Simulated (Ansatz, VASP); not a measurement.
**One calculation of Al2Cu, two programs**

The input INCAR:

```
PREC = Accurate
ENCUT = 520
EDIFF = 1E-7
ISMEAR = 0
SIGMA = 0.05
LREAL = F
LASPH = T
NELM = 80
ALGO = Normal
ISIF = 2
LWAVE = F
LCHARG = F
GGA = PE
NBANDS = 16
```

File KPOINTS:

```
Automatic mesh
0
Gamma
  14 14 14
```

The input POSCAR:

```
Al2Cu
1.0
   -2.0303375000      2.0303375000      2.8510940000
    2.0303375000     -2.0303375000      2.8510940000
    2.0303375000      2.0303375000     -2.8510940000
Al Cu
2 1
Direct
    0.7500000000      0.2500000000      0.5000000000
    0.2500000000      0.7500000000      0.5000000000
    0.5000000000      0.5000000000      0.0000000000
```

Input for Ansatz:

```yaml
crystal:
  lattice:
    - [-2.0303375, 2.0303375, 2.851094]
    - [2.0303375, -2.0303375, 2.851094]
    - [2.0303375, 2.0303375, -2.851094]
  atoms:
    - { symbol: Al, position: [0.75, 0.25, 0.5] }
    - { symbol: Al, position: [0.25, 0.75, 0.5] }
    - { symbol: Cu, position: [0.5, 0.5, 0.0] }
basis:
  ecutwfc: 420
kpoints:
  mp_grid: { grid: [14, 14, 14] }
hamiltonian:
  xc: pbe
scf:
  occupations: { method: gaussian, width: 0.05 }
output:
  forces: true
  eigenvalues: true
  eigenstates:
    nscf_kmesh: { grid: [24, 24, 24] }
    top_band: c6
    de_dk: true
    localisation: true
  stress: true
checkpoint:
  write: ck
  compress: false
  write_wavefunctions: false
  write_every: 100000
```

Alike in both runs: task single point; functional PBE; k mesh 14 × 14 × 14; occupations gaussian, width 0.05 eV; no spin polarisation.

|  | VASP | Ansatz |
| --- | --- | --- |
| version | VASP 6.6.1 | Ansatz 0.2.0 |
| potentials or method | VASP PAW PBE potentials, release 64 (Al, Cu), cutoff 520 eV | scalar-relativistic, plane waves, PAW |
| valence electrons in the cell | 17 | 25 |

|  | VASP | Ansatz | Ansatz less VASP |
| --- | --- | --- | --- |
| pressure (GPa) | 3.0 | 2.9 | -0.14 |
| traceless stress, the component that is largest in VASP (GPa) | 0.42 | 0.41 | -0.005 |

With one functional, cell and mesh, what is left measures potentials, basis and numerics. VASP's potentials hold 17 valence electrons a cell and Ansatz's 25, so a difference there can come from the potentials and not from the codes.
